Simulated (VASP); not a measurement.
## Si: single point with PBE

System: Si, a wire with vacuum.

```
CELL_PARAMETERS angstrom
9.00000 0.00000 0.00000
0.00000 9.30000 0.00000
0.00000 0.00000 2.13160
ATOMIC_POSITIONS crystal
Si 0.50000 0.50000 0.00000
```

| Quantity | Value |
| --- | --- |
| Program | VASP 6.6.1 |
| Task | single point |
| Functional | PBE |
| Potentials or basis | VASP PAW PBE potentials, release 64 (Si) |
| Cutoff | 520 eV |
| k mesh | 1 × 1 × 30 |
| Occupations | gaussian, width 0.05 eV |
| Spin | collinear spin |
| Starting moments | [0.5] μB |
| Dipole correction | no |
| Further INCAR settings | ALGO = Normal; EDIFF = 1e-06; NBANDS = 12 |

```json
{
  "Net moment": "0.06 μB per cell",
  "Valence electrons inside the program's atomic spheres": "Si 1.68"
}
```

Levels at points of the mesh, in eV from the Fermi level:
Spin up:
| k point | band 1 | band 2 | band 3 | band 4 | band 5 | band 6 |
| --- | --- | --- | --- | --- | --- | --- |
| (0.00, 0.00, 0.00) | -9.81 | -1.64 | -1.64 | 3.71 | 4.97 | 5.49 |
| (0.00, 0.00, 0.50) | -3.66 | -0.56 | 5.30 | 5.30 | 6.62 | 6.62 |
Spin down:
| k point | band 1 | band 2 | band 3 | band 4 | band 5 |
| --- | --- | --- | --- | --- | --- |
| (0.00, 0.00, 0.00) | -9.76 | -1.58 | -1.58 | 3.73 | 5.00 |
| (0.00, 0.00, 0.50) | -3.63 | -0.49 | 5.37 | 5.37 | 6.68 |

Wall time 75 s on 1 thread of Intel(R) Xeon(R) Platinum 8488C (Sapphire Rapids), with other jobs on the host, peak memory 0.32 GiB.

Caveat: a moment this small can come from the mesh or the smearing.
